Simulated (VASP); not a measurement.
Set up this calculation in VASP 6.6.1, as the native input.

```yaml
Task: single point
Functional: PBEsol
Potentials_or_basis: VASP PAW PBE potentials, release 64 (Mg, N, Cl)
Cutoff: 520 eV
k_mesh: 12 × 12 × 12
Occupations: gaussian, width 0.02 eV
Spin: no spin polarisation
Dipole_correction: no
Further_INCAR_settings: ALGO = Normal; EDIFF = 1e-06; NBANDS = 16
```

The structure of Mg2NCl lies in POSCAR:

```
Mg2NCl
1.0
    1.6434986478      0.9488743867      5.9319626949
   -1.6434986478      0.9488743867      5.9319626949
    0.0000000000     -1.8977487735      5.9319626949
Mg N Cl
2 1 1
Direct
    0.2231995447      0.2231995447      0.2231995447
    0.7768004553      0.7768004553      0.7768004553
    0.5000000000      0.5000000000      0.5000000000
    0.0000000000      0.0000000000      0.0000000000
```

The input as run:

INCAR

```
PREC     = Accurate       # precision mode
ENCUT    = 520            # plane-wave cutoff, eV
EDIFF    = 1E-6           # SCF threshold, eV
ISMEAR   = 0              # smearing method
SIGMA    = 0.02           # smearing width, eV
LREAL    = False          # projectors in reciprocal space
LASPH    = True           # aspherical terms in the spheres
NELM     = 60             # most SCF steps
ALGO     = Normal         # electronic algorithm
ISIF     = 2              # what is computed and relaxed
LWAVE    = False          # write WAVECAR
LCHARG   = True           # write CHGCAR
GGA      = PS             # functional
LELF     = True           # ELF
LVHAR    = True         
NBANDS   = 16             # bands
```

KPOINTS

```
regular mesh
0
Gamma
  12 12 12
```

Potentials or basis: VASP PAW PBE potentials, release 64 (Mg, N, Cl).

Launch:

```sh
$ cat potpaw_PBE.64/Mg/POTCAR potpaw_PBE.64/N/POTCAR potpaw_PBE.64/Cl/POTCAR > POTCAR
$ mpirun -np 1 vasp_std > vasp.out
```

Results of the run:

```yaml
Pressure: -0.2 GPa
Largest_force: 0.046 eV/Å
Band_gap_on_the_k_mesh: 2.33 eV
```

Caveat: the PAW data sets were made with another functional, which shifts forces and pressure a little.

It took 11 min on 1 thread of Oxide Virtual Turin-like Processor, on a shared host, peak memory 0.41 GiB.
